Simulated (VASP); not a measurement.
# Cd (P6/mmm) in VASP: single point with LDA

Aim: the single point of Cd with LDA.

Everything below comes from runs of VASP 6.6.1. Logs are shortened: lines on timing, memory, paths and dates and some standing lists are left out, and cuts for length are marked.

## Step 1: The cell of the first run

The structure is hexagonal, space group P6/mmm (No. 191). The conventional cell has a = 2.672 Å, b = 2.672 Å, c = 2.675 Å, α = 90.00°, β = 90.00°, γ = 120.00°. Within 3.5 Å of Cd (site symmetry 6/mmm) lie 8 Cd at 2.67 to 2.68 Å.

This isn't the form of Cd at room conditions, which is hcp.

## Step 2: Single point, LDA

Input file INCAR:

```
ALGO = Normal
EDIFF = 1E-6
ENCUT = 630
GGA = CA
GGA_COMPAT = F
ISIF = 2
ISMEAR = -1
LASPH = T
LCHARG = T
LELF = T
LREAL = F
LVHAR = T
LWAVE = F
NBANDS = 16
NELM = 120
PREC = Accurate
SIGMA = 0.08
```

Input file KPOINTS:

```
k-points
0
Gamma
  16 16 15
```

Input file POSCAR:

```
Cd
1.0
    2.6722047486      0.0000000000      0.0000000000
   -1.3361023743      2.3141971964      0.0000000000
    0.0000000000      0.0000000000      2.6750354874
Cd
1
Direct
    0.0000000000      0.0000000000      0.0000000000
```

Potentials or basis: VASP PAW LDA potentials, release 64 (Cd_sv_GW).

Started as:

```
$ cat potpaw_LDA.64/Cd_sv_GW/POTCAR > POTCAR
$ mpirun -np 1 vasp_std > vasp.out
```

OUTCAR:

```text
EDIFF = 1E-6
   ENCUT = 630
   GGA = CA
   ISIF = 2
   ISMEAR = -1
   LASPH = T
   LREAL = F
   NELM = 120
   PREC = Accurate

 ion  position               nearest neighbor table
   1  0.000  0.000  0.000-

  LATTYP: Found a hexagonal cell.
 ALAT       =     2.6722047486
 C/A-ratio  =     1.0010593271

  Lattice vectors:

 A1 = (   2.6722047486,   0.0000000000,   0.0000000000)
 A2 = (  -1.3361023743,   2.3141971964,   0.0000000000)
 A3 = (   0.0000000000,   0.0000000000,   2.6750354874)

Analysis of symmetry for initial positions (statically):
=====================================================================
 Subroutine PRICEL returns:
 Original cell was already a primitive cell.

 Routine SETGRP: Setting up the symmetry group for a
 hexagonal supercell.

 Subroutine GETGRP returns: Found 24 space group operations
 (whereof 24 operations were pure point group operations)
 out of a pool of 24 trial point group operations.

The static configuration has the point symmetry D_6h.

Analysis of symmetry for dynamics (positions and initial velocities):
=====================================================================
 Subroutine PRICEL returns:
 Original cell was already a primitive cell.

 Routine SETGRP: Setting up the symmetry group for a
 hexagonal supercell.

 Subroutine GETGRP returns: Found 24 space group operations
 (whereof 24 operations were pure point group operations)
 out of a pool of 24 trial point group operations.

The dynamic configuration has the point symmetry D_6h.

 Subroutine INISYM returns: Found 24 space group operations
 (whereof 24 operations are pure point group operations),
 and found     1 'primitive' translations

----------------------------------------------------------------------------------------

                                     Primitive cell

  volume of cell :      16.5424

  direct lattice vectors                    reciprocal lattice vectors
     2.672204749  0.000000000  0.000000000     0.374222821  0.216057647  0.000000000
    -1.336102374  2.314197196  0.000000000     0.000000000  0.432115293  0.000000000
     0.000000000  0.000000000  2.675035487     0.000000000  0.000000000  0.373826816

  length of vectors
     2.672204749  2.672204749  2.675035487     0.432115293  0.432115293  0.373826816

  position of ions in fractional coordinates (direct lattice)
     0.000000000  0.000000000  0.000000000

[... 71 lines left out ...]
   LSORBIT =      F    spin-orbit coupling
   LASPH  =      T    aspherical Exc in radial PAW
   ENCUT  =  630.0 eV  46.30 Ry    6.80 a.u.   5.47  5.47  5.47*2*pi/ulx,y,z
   NELM   =    120;   NELMIN=  2; NELMDL= -5     # of ELM steps
   EDIFF  = 0.1E-05   stopping-criterion for ELM
   LREAL  =      F    real-space projection
   EDIFFG = 0.1E-04   stopping-criterion for IOM
   NSW    =      0    number of steps for IOM
   IBRION =     -1    ionic relax: 0-MD 1-quasi-New 2-CG
   NFREE  =      0    steps in history (QN), initial steepest desc. (CG)
   ISIF   =      2    stress and relaxation
   ISYM   =      2    0-nonsym 1-usesym 2-fastsym
   POTIM  = 0.5000    time-step for ionic-motion
   TEBEG  =    0.0;   TEEND  =   0.0 temperature during run
   PSTRESS=    0.0 pullay stress
   NELECT =      20.0000    total number of electrons
   NUPDOWN=      -1.0000    fix difference up-down
   EMIN   =  10.00;   EMAX   =-10.00  energy-range for DOS
   EFERMI =   0.00;   METHOD = LEGACY
   ISMEAR =    -1;   SIGMA  =   0.08  broadening in eV -4-tet -1-fermi 0-gaus
   EFERMI_NEDOS =   21; number of points for ismear=-14 and -15
   IALGO  =     38    algorithm
   IMIX   =      4    mixing-type and parameters
     AMIX     =   0.40;   BMIX     =  1.00
     AMIX_MAG =   1.60;   BMIX_MAG =  1.00
  volume/ion in A,a.u.               =      16.54       111.63
  Fermi-wavevector in a.u.,A,eV,Ry     =   1.744021  3.295721 41.383588  3.041608
  Thomas-Fermi vector in A             =   2.815981
   LORBIT       =      0    0 simple, 1 ext, 2 COOP (PROOUT), +10 PAW based schemes
   GGA     = CA    functional components
   LHFCALC =     F    Hartree Fock is set to
   AEXX    =    0.0000 exact exchange contribution
   IVDW    =     0    specifies the selected vdW correction
   LEPSILON=     F    determine dielectric tensor
   LRPA    =     F    only Hartree local field effects (RPA)
 non-spin polarized calculation
  energy-cutoff  :      630.00
  volume of cell :       16.54
 maximum number of plane-waves:       617
 NGX is ok and might be reduce to    24
   NGX = 11   NGY = 11   NGZ = 11

 number of electron      19.9999993 magnetization

 Free energy of the ion-electron system (eV)
  ---------------------------------------------------
  ext. energy  EPLUGINS =         0.00000000
  ---------------------------------------------------
  free energy    TOTEN  =        -0.97480585 eV

  energy without entropy =       -0.96759980  energy(sigma->0) =       -0.97120282

 E-fermi :   9.6470     XC(G=0): -13.1970

 val. band max:        9.6462962899   @ k =   0.1875   0.1875   0.4667
 cond. band min:       9.6766210192   @ k =   0.4375   0.0625   0.1333
 fundamental gap:      0.0303247293
 Fermi energy:         9.6470277162

 k-point     1 :       0.0000    0.0000    0.0000
  band No.  band energies     occupation
      1     -93.7369      2.00000
      2     -55.0505      2.00000
      3     -55.0024      2.00000
      4     -55.0024      2.00000
      5      -2.2968      2.00000
      6      -1.5888      2.00000
[... 433 lines left out ...]
      3     -55.0714      2.00000
      4     -55.0312      2.00000
      5      -1.5201      2.00000
      6      -1.3238      2.00000
[... 8 lines left out ...]
     15      30.3549      0.00000
     16      32.7916      0.00000

 [... further k-points ...]

------------------------ aborting loop because EDIFF is reached ----------------------------------------

  FORCE on cell =-STRESS in cart. coord.  units (eV):
  Direction    XX          YY          ZZ          XY          YZ          ZX
  --------------------------------------------------------------------------------------
  -------------------------------------------------------------------------------------
  Total        3.6454541      3.6454541      3.6401281     -0.0000000     -0.0000000      0.0000000
  in kB      353.0714276    353.0714276    352.5555966     -0.0000000     -0.0000000      0.0000000
  external PRESSURE =     352.8994839 kB  Pullay stress =       0.0000000 kB

 VOLUME and BASIS-vectors are now :
 -----------------------------------------------------------------------------
  energy-cutoff  :      630.00
  volume of cell :       16.54
      direct lattice vectors                 reciprocal lattice vectors
     2.672204749  0.000000000  0.000000000     0.374222821  0.216057647  0.000000000
    -1.336102374  2.314197196  0.000000000     0.000000000  0.432115293  0.000000000
     0.000000000  0.000000000  2.675035487     0.000000000  0.000000000  0.373826816

 POSITION                                       TOTAL-FORCE (eV/Angst)
 -----------------------------------------------------------------------------------
      0.00000      0.00000      0.00000         0.000000      0.000000      0.000000
 -----------------------------------------------------------------------------------
    total drift:                                0.000000     -0.000000      0.000000

  FREE ENERGIE OF THE ION-ELECTRON SYSTEM (eV)
  ---------------------------------------------------
  free  energy   TOTEN  =        -0.9748058470 eV

  energy  without entropy=       -0.9675997999  energy(sigma->0) =       -0.97120282
```

stdout:

```text
POSCAR found type information on POSCAR Cd
 POSCAR found :  1 types and       1 ions
 scaLAPACK will be used
 LDA part: xc-table for (Slater(with rela. corr.)+CA(PZ))
 , standard interpolation
 POSCAR, INCAR and KPOINTS ok, starting setup
 FFT: planning ... GRIDC
 FFT: planning ... GRID_SOFT
 FFT: planning ... GRID
 WAVECAR not read
 entering main loop
```

Wall time 24 s (1 thread of Intel Xeon 6975P-C (Granite Rapids), shared host); peak memory 0.22 GiB.

Results:

```yaml
Free_energy: -0.9748 eV
Pressure: 35.3 GPa
Band_gap_on_the_k_mesh: zero (bands 10 and 11 overlap by 6.34 eV)
```

Caveat: the cell stands under pressure.

The gap in the log of VASP goes by the Fermi energy; the results here count the filled bands.